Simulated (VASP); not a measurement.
# P (P6/mmm) in VASP: further runs

Runs on P. Level: PBE. Tasks: single point.

Program: VASP 6.6.1. These are calculated values, not measurements. Logs are shortened: lines on timing, memory, paths and dates and some standing lists are left out, and cuts for length are marked.

**1. The cell of the first run**

It takes space group P6/mmm (No. 191, hexagonal). The conventional cell has a = 4.456 Å, b = 4.456 Å, c = 2.512 Å, α = 90.00°, β = 90.00°, γ = 120.00°. P (site symmetry 6/mmm) has 14 P at 2.51 to 2.86 Å within 3.3 Å. P (site symmetry -6m2) has 11 P at 2.51 to 2.86 Å within 3.3 Å.

**2. Single point, PBE**

INCAR reads:

```
PREC = Accurate ; ENCUT = 520
EDIFF = 1E-7 ; ISMEAR = -1
SIGMA = 0.1 ; LREAL = False
LASPH = True ; NELM = 60
ALGO = Normal ; ISIF = 2
LWAVE = False ; LCHARG = False
GGA = PE ; NBANDS = 14
```

KPOINTS reads:

```
regular mesh
0
Gamma
  8 8 12
```

POSCAR reads:

```
P
1.0
    4.4559052321      0.0000000000      0.0000000000
   -2.2279526161      3.8589271278      0.0000000000
    0.0000000000      0.0000000000      2.5118082386
P
3
Direct
    0.0000000000      0.0000000000      0.0000000000
    0.3333333333      0.6666666667      0.5000000000
    0.6666666667      0.3333333333      0.5000000000
```

Potentials or basis: VASP PAW PBE potentials, release 64 (P).

Command:

```bash
cat potpaw_PBE.64/P/POTCAR > POTCAR
mpirun -np 1 vasp_std > vasp.out
```

OUTCAR:

```text
PREC = Accurate
   ENCUT = 520
   EDIFF = 1E-7
   ISMEAR = -1
   LREAL = False
   LASPH = True
   NELM = 60
   ISIF = 2
   GGA = PE

 ion  position               nearest neighbor table
   1  0.000  0.000  0.000-   2 2.86   3 2.86   2 2.86   3 2.86   2 2.86   2 2.86   3 2.86   3 2.86
                             3 2.86   3 2.86   2 2.86   2 2.86
   2  0.333  0.667  0.500-   3 2.57   3 2.57   3 2.57   1 2.86   1 2.86   1 2.86   1 2.86   1 2.86
                             1 2.86
   3  0.667  0.333  0.500-   2 2.57   2 2.57   2 2.57   1 2.86   1 2.86   1 2.86   1 2.86   1 2.86
                             1 2.86

  LATTYP: Found a hexagonal cell.
 ALAT       =     4.4559052321
 C/A-ratio  =     0.5637032450

  Lattice vectors:

 A1 = (   4.4559052321,   0.0000000000,   0.0000000000)
 A2 = (  -2.2279526161,   3.8589271278,   0.0000000000)
 A3 = (   0.0000000000,   0.0000000000,   2.5118082386)

Analysis of symmetry for initial positions (statically):
=====================================================================
 Subroutine PRICEL returns:
 Original cell was already a primitive cell.

 Routine SETGRP: Setting up the symmetry group for a
 hexagonal supercell.

 Subroutine GETGRP returns: Found 24 space group operations
 (whereof 24 operations were pure point group operations)
 out of a pool of 24 trial point group operations.

The static configuration has the point symmetry D_6h.

Analysis of symmetry for dynamics (positions and initial velocities):
=====================================================================
 Subroutine PRICEL returns:
 Original cell was already a primitive cell.

 Routine SETGRP: Setting up the symmetry group for a
 hexagonal supercell.

 Subroutine GETGRP returns: Found 24 space group operations
 (whereof 24 operations were pure point group operations)
 out of a pool of 24 trial point group operations.

The dynamic configuration has the point symmetry D_6h.

 Subroutine INISYM returns: Found 24 space group operations
 (whereof 24 operations are pure point group operations),
 and found     1 'primitive' translations

----------------------------------------------------------------------------------------

                                     Primitive cell

  volume of cell :      43.1906

  direct lattice vectors                    reciprocal lattice vectors
     4.455905232  0.000000000  0.000000000     0.224421290  0.129569692  0.000000000
    -2.227952616  3.858927128  0.000000000     0.000000000  0.259139384  0.000000000
     0.000000000  0.000000000  2.511808239     0.000000000  0.000000000  0.398119564

  length of vectors
     4.455905232  4.455905232  2.511808239     0.259139384  0.259139384  0.398119564

  position of ions in fractional coordinates (direct lattice)
     0.000000000  0.000000000  0.000000000
     0.333333333  0.666666667  0.500000000
     0.666666667  0.333333333  0.500000000

  ion indices of the primitive-cell ions
   primitive index   ion index
                 1           1
                 2           2
                 3           3

----------------------------------------------------------------------------------------

 KPOINTS: regular mesh

Automatic generation of k-mesh.
 Grid dimensions read from file:
 generate k-points for:    8    8   12

 Generating k-lattice:

  Cartesian coordinates                     Fractional coordinates (reciprocal lattice)
     0.028052661  0.016196212  0.000000000     0.125000000  0.000000000  0.000000000
     0.000000000  0.032392423  0.000000000     0.000000000  0.125000000  0.000000000
     0.000000000  0.000000000  0.033176630     0.000000000  0.000000000  0.083333333

  Length of vectors
     0.032392423  0.032392423  0.033176630

  Shift w.r.t. Gamma in fractional coordinates (k-lattice)
     0.000000000  0.000000000  0.000000000

 Subroutine IBZKPT returns following result:
 ===========================================

 Found     70 irreducible k-points:

 Following reciprocal coordinates:
            Coordinates               Weight
  0.000000  0.000000  0.000000      1.000000
  0.125000  0.000000  0.000000      6.000000
  0.250000  0.000000  0.000000      6.000000
  0.375000 -0.000000  0.000000      6.000000
  0.500000  0.000000  0.000000      3.000000
  0.125000  0.125000  0.000000      6.000000
[... 16 lines left out ...]
  0.250000  0.000000  0.166667     12.000000
  0.375000 -0.000000  0.166667     12.000000
 [... further k-points ...]
   k-points           NKPTS =     70   k-points in BZ     NKDIM =     70   number of bands    NBANDS=     14
   number of dos      NEDOS =    301   number of ions     NIONS =      3
   total plane-waves  NPLWV =  25920
   dimension x,y,z NGX =    36 NGY =   36 NGZ =   20
   dimension x,y,z NGXF=    72 NGYF=   72 NGZF=   40
   ions per type =               3
   NGX,Y,Z   is equivalent  to a cutoff of  13.43, 13.43, 13.24 a.u.
   NGXF,Y,Z  is equivalent  to a cutoff of  26.86, 26.86, 26.47 a.u.
 SYSTEM =  unknown system
   PREC   = accura    normal or accurate (medium, high low for compatibility)
   ISTART =      0    job   : 0-new  1-cont  2-samecut
   ICHARG =      2    charge: 1-file 2-atom 10-const
   ISPIN  =      1    spin polarized calculation?
   LNONCOLLINEAR =      F non collinear calculations
   LSORBIT =      F    spin-orbit coupling
   LASPH  =      T    aspherical Exc in radial PAW
   ENCUT  =  520.0 eV  38.22 Ry    6.18 a.u.   8.29  8.29  4.67*2*pi/ulx,y,z
   NELM   =     60;   NELMIN=  2; NELMDL= -5     # of ELM steps
   EDIFF  = 0.1E-06   stopping-criterion for ELM
   LREAL  =      F    real-space projection
   EDIFFG = 0.1E-05   stopping-criterion for IOM
   NSW    =      0    number of steps for IOM
   IBRION =     -1    ionic relax: 0-MD 1-quasi-New 2-CG
   NFREE  =      0    steps in history (QN), initial steepest desc. (CG)
   ISIF   =      2    stress and relaxation
   ISYM   =      2    0-nonsym 1-usesym 2-fastsym
   POTIM  = 0.5000    time-step for ionic-motion
   TEBEG  =    0.0;   TEEND  =   0.0 temperature during run
   PSTRESS=    0.0 pullay stress
   NELECT =      15.0000    total number of electrons
   NUPDOWN=      -1.0000    fix difference up-down
   EMIN   =  10.00;   EMAX   =-10.00  energy-range for DOS
   EFERMI =   0.00;   METHOD = LEGACY
   ISMEAR =    -1;   SIGMA  =   0.10  broadening in eV -4-tet -1-fermi 0-gaus
   EFERMI_NEDOS =   21; number of points for ismear=-14 and -15
   IALGO  =     38    algorithm
   IMIX   =      4    mixing-type and parameters
     AMIX     =   0.40;   BMIX     =  1.00
     AMIX_MAG =   1.60;   BMIX_MAG =  1.00
  volume/ion in A,a.u.               =      14.40        97.15
  Fermi-wavevector in a.u.,A,eV,Ry     =   1.150736  2.174575 18.016734  1.324193
  Thomas-Fermi vector in A             =   2.287398
   LORBIT       =      0    0 simple, 1 ext, 2 COOP (PROOUT), +10 PAW based schemes
   GGA     = PE    functional components
   LHFCALC =     F    Hartree Fock is set to
   AEXX    =    0.0000 exact exchange contribution
   IVDW    =     0    specifies the selected vdW correction
   LEPSILON=     F    determine dielectric tensor
   LRPA    =     F    only Hartree local field effects (RPA)
 non-spin polarized calculation
  energy-cutoff  :      520.00
  volume of cell :       43.19
 maximum number of plane-waves:      1191
 NGX is ok and might be reduce to    36
   NGX = 17   NGY = 17   NGZ =  9

 number of electron      15.0000000 magnetization

 Free energy of the ion-electron system (eV)
  ---------------------------------------------------
  ext. energy  EPLUGINS =         0.00000000
  ---------------------------------------------------
  free energy    TOTEN  =       -14.08348083 eV

  energy without entropy =      -14.04009626  energy(sigma->0) =      -14.06178854

 E-fermi :   9.7672     XC(G=0): -11.5068

 val. band max:        9.7656810565   @ k =   0.1250   0.0000   0.3333
 cond. band min:       9.8138359820   @ k =   0.1250   0.1250   0.3333
 fundamental gap:      0.0481549255
 Fermi energy:         9.7672423544

 k-point     1 :       0.0000    0.0000    0.0000
  band No.  band energies     occupation
      1      -6.5423      2.00000
      2       0.6072      2.00000
      3       0.6898      2.00000
      4       4.0020      2.00000
      5       4.0020      2.00000
      6       4.2553      2.00000
      7       4.2553      2.00000
      8      13.7204      0.00000
      9      16.1847      0.00000
     10      16.1847      0.00000
     11      16.8971      0.00000
     12      18.1846      0.00000
     13      18.2226      0.00000
     14      21.0245      0.00000

 k-point     2 :       0.1250    0.0000    0.0000
  band No.  band energies     occupation
      1      -6.3964      2.00000
      2      -0.0488      2.00000
      3       0.2718      2.00000
      4       3.1356      2.00000
      5       3.9555      2.00000
      6       5.3923      2.00000
      7       5.8844      2.00000
      8      13.8390      0.00000
      9      15.0876      0.00000
     10      15.7548      0.00000
     11      17.1033      0.00000
     12      17.9800      0.00000
     13      18.0680      0.00000
     14      21.0784      0.00000

 k-point     3 :       0.2500    0.0000    0.0000
  band No.  band energies     occupation
      1      -5.9597      2.00000
      2      -1.5163      2.00000
      3      -0.2622      2.00000
      4       2.4310      2.00000
      5       5.0825      2.00000
      6       6.9025      2.00000
      7       8.2537      2.00000
      8      13.0177      0.00000
      9      14.1913      0.00000
     10      14.4668      0.00000
     11      17.3212      0.00000
     12      17.4284      0.00000
     13      17.8111      0.00000
     14      20.7870      0.00000

 k-point     4 :       0.3750   -0.0000    0.0000
  band No.  band energies     occupation
      1      -5.2369      2.00000
      2      -2.9784      2.00000
      3      -0.6270      2.00000
      4       2.0058      2.00000
      5       6.7165      2.00000
      6       8.6461      1.99997
      7      10.7078      0.00016
      8      10.8441      0.00004
      9      12.6125      0.00000
     10      14.7644      0.00000
     11      16.4256      0.00000
     12      17.4571      0.00000
     13      17.6103      0.00000
     14      19.3324      0.00000

 k-point     5 :       0.5000    0.0000    0.0000
  band No.  band energies     occupation
      1      -4.2698      2.00000
      2      -4.2029      2.00000
      3      -0.7533      2.00000
      4       1.8638      2.00000
      5       8.5306      1.99999
      6       8.7694      1.99991
      7      10.4002      0.00356
      8      10.7780      0.00008
      9      12.3120      0.00000
     10      15.5146      0.00000
     11      15.5449      0.00000
[... 276 lines left out ...]
 k-point    22 :       0.1250    0.0000    0.1667
  band No.  band energies     occupation
      1      -5.7795      2.00000
      2       0.5366      2.00000
      3       0.8574      2.00000
      4       3.7074      2.00000
      5       4.5146      2.00000
      6       5.9513      2.00000
      7       6.4240      2.00000
      8       9.0061      1.99901
      9      14.1847      0.00000
     10      14.3944      0.00000
     11      15.1577      0.00000
     12      15.5009      0.00000
     13      19.9616      0.00000
     14      20.1763      0.00000

 k-point    23 :       0.2500    0.0000    0.1667
  band No.  band energies     occupation
      1      -5.3443      2.00000
      2      -0.9185      2.00000
      3       0.3271      2.00000
      4       3.0088      2.00000
      5       5.6168      2.00000
      6       7.4374      2.00000
      7       8.6262      1.99998
      8       9.5107      1.85723
      9      13.0078      0.00000
     10      13.6354      0.00000
     11      14.0976      0.00000
     12      14.4768      0.00000
     13      19.2906      0.00000
     14      20.2562      0.00000

 k-point    24 :       0.3750   -0.0000    0.1667
  band No.  band energies     occupation
      1      -4.6239      2.00000
      2      -2.3735      2.00000
      3      -0.0340      2.00000
      4       2.5864      2.00000
      5       7.2022      2.00000
      6       9.1360      1.99638
      7       9.8570      0.57902
      8      10.7771      0.00008
      9      11.5922      0.00000
     10      12.5302      0.00000
     11      12.9049      0.00000
     12      13.7980      0.00000
     13      18.4334      0.00000
     14      18.8638      0.00000

 [... further k-points ...]

------------------------ aborting loop because EDIFF is reached ----------------------------------------

  FORCE on cell =-STRESS in cart. coord.  units (eV):
  Direction    XX          YY          ZZ          XY          YZ          ZX
  --------------------------------------------------------------------------------------
  -------------------------------------------------------------------------------------
  Total       -0.0582656     -0.0582656     -0.0588849      0.0000000      0.0000000      0.0000000
  in kB       -2.1613946     -2.1613946     -2.1843664      0.0000000      0.0000000      0.0000000
  external PRESSURE =      -2.1690518 kB  Pullay stress =       0.0000000 kB

 VOLUME and BASIS-vectors are now :
 -----------------------------------------------------------------------------
  energy-cutoff  :      520.00
  volume of cell :       43.19
      direct lattice vectors                 reciprocal lattice vectors
     4.455905232  0.000000000  0.000000000     0.224421290  0.129569692  0.000000000
    -2.227952616  3.858927128  0.000000000     0.000000000  0.259139384  0.000000000
     0.000000000  0.000000000  2.511808239     0.000000000  0.000000000  0.398119564

 POSITION                                       TOTAL-FORCE (eV/Angst)
 -----------------------------------------------------------------------------------
      0.00000      0.00000      0.00000        -0.000000     -0.000000      0.000000
     -0.00000      2.57262      1.25590         0.000000     -0.000000      0.000000
      2.22795      1.28631      1.25590        -0.000000      0.000000      0.000000
 -----------------------------------------------------------------------------------
    total drift:                               -0.000000     -0.000000     -0.000000

  FREE ENERGIE OF THE ION-ELECTRON SYSTEM (eV)
  ---------------------------------------------------
  free  energy   TOTEN  =       -14.0834808289 eV

  energy  without entropy=      -14.0400962604  energy(sigma->0) =      -14.06178854
```

It took 21 s on 1 thread of AMD EPYC 9R45 (Zen 5), shared host; peak memory 0.14 GiB.

What came out:

| Property | Result |
| --- | --- |
| Free energy | -14.0835 eV |
| Pressure | -0.2 GPa |

**3. Single point, PBE (volume scaled by 0.88)**

INCAR reads:

```
SYSTEM = P
PREC = Accurate
ENCUT = 520
EDIFF = 1E-6
ISMEAR = -1
SIGMA = 0.1
LREAL = .FALSE.
LASPH = .TRUE.
NELM = 100
ALGO = Normal
ISIF = 2
LWAVE = .FALSE.
LCHARG = .FALSE.
GGA = PE
NBANDS = 14
```

KPOINTS reads:

```
Automatic mesh
0
G
  9 9 14
  0 0 0
```

POSCAR reads:

```
P
1.0
    4.2700225620      0.0000000000      0.0000000000
   -2.1350112810      3.6979480134      0.0000000000
    0.0000000000      0.0000000000      2.4070255743
P
3
Direct
    0.0000000000      0.0000000000      0.0000000000
    0.3333333333      0.6666666667      0.5000000000
    0.6666666667      0.3333333333      0.5000000000
```

Potentials or basis: VASP PAW PBE potentials, release 64 (P).

Command:

```bash
cat potpaw_PBE.64/P/POTCAR > POTCAR
mpirun -np 1 vasp_std > vasp.out
```

Run time: 16 s. Hardware: 1 thread of AMD EPYC 9R45 (Zen 5), shared host; peak memory 0.13 GiB.

The run converged. Its results:

```
Free energy : -13.8338 eV
Pressure    : 15.1 GPa
```

Stress tensor (GPa, compression positive):
```
14.23  0.00  0.00
 0.00 14.23  0.00
 0.00  0.00 16.95
```

Levels at points of the mesh, in eV from the Fermi level:
| k point | band 4 | band 5 | band 6 | band 7 | band 8 | band 9 | band 10 | band 11 | band 12 | band 13 |
| --- | --- | --- | --- | --- | --- | --- | --- | --- | --- | --- |
| (0.00, 0.00, 0.00) | -6.77 | -6.77 | -6.51 | -6.51 | 4.39 | 7.04 | 7.48 | 7.48 | 9.81 | 9.87 |
| (0.00, 0.00, 0.50) | -3.72 | -3.39 | -3.38 | -2.94 | -2.94 | -0.93 | -0.93 | -0.45 | -0.45 | 2.18 |
